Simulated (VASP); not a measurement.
Wanted: the native input for a VASP 6.6.1 run.

| Item | Value |
| --- | --- |
| Task | single point |
| Functional | LDA |
| Potentials or basis | VASP PAW LDA potentials, release 64 (Zr_sv) |
| Cutoff | 500 eV |
| k mesh | 11 × 11 × 11 |
| Occupations | fermi-dirac, width 0.05 eV |
| Spin | no spin polarisation |
| Dipole correction | no |
| Further INCAR settings | ALGO = Normal; EDIFF = 1e-06; NBANDS = 19 |

The structure of Zr lies in POSCAR:

```
Zr
1.0
    0.0000000000      2.7559341352      2.7559341352
    2.7559341352      0.0000000000      2.7559341352
    2.7559341352      2.7559341352      0.0000000000
Zr
2
Direct
    1.0000000000      1.0000000000      1.0000000000
    0.2500000000      0.2500000000      0.2500000000
```

This isn't the form of Zr at room conditions, which is hcp.

The input as run:

INCAR

```
SYSTEM = Zr
PREC     = Accurate       ! precision mode
ENCUT    = 500            ! plane-wave cutoff, eV
EDIFF    = 1E-6           ! SCF threshold, eV
ISMEAR   = -1             ! smearing method
SIGMA    = 0.05           ! smearing width, eV
LREAL    = .FALSE.        ! projectors in reciprocal space
LASPH    = .TRUE.         ! aspherical terms in the spheres
NELM     = 120            ! most SCF steps
ALGO     = Normal         ! electronic algorithm
ISIF     = 2              ! what is computed and relaxed
LWAVE    = .FALSE.        ! write WAVECAR
LCHARG   = .TRUE.         ! write CHGCAR
LELF     = .TRUE.         ! ELF
LVHAR    = .TRUE.       
NBANDS   = 19             ! bands
GGA_COMPAT= .FALSE.
```

KPOINTS

```
regular mesh
0
G
  11 11 11
  0 0 0
```

Potentials or basis: VASP PAW LDA potentials, release 64 (Zr_sv).

The run is started by

```console
$ cat potpaw_LDA.64/Zr_sv/POTCAR > POTCAR
$ mpirun -np 1 vasp_std > vasp.out
```

It gave:

The pressure is 20.7 GPa. The band gap on the k mesh is zero (bands 12 and 13 overlap by 1.30 eV).

Caveat: the cell stands under pressure.

Run time: 16 s on 1 thread of Intel(R) Xeon(R) 6975P-C (Granite Rapids), on a shared host, peak memory 0.15 GiB.
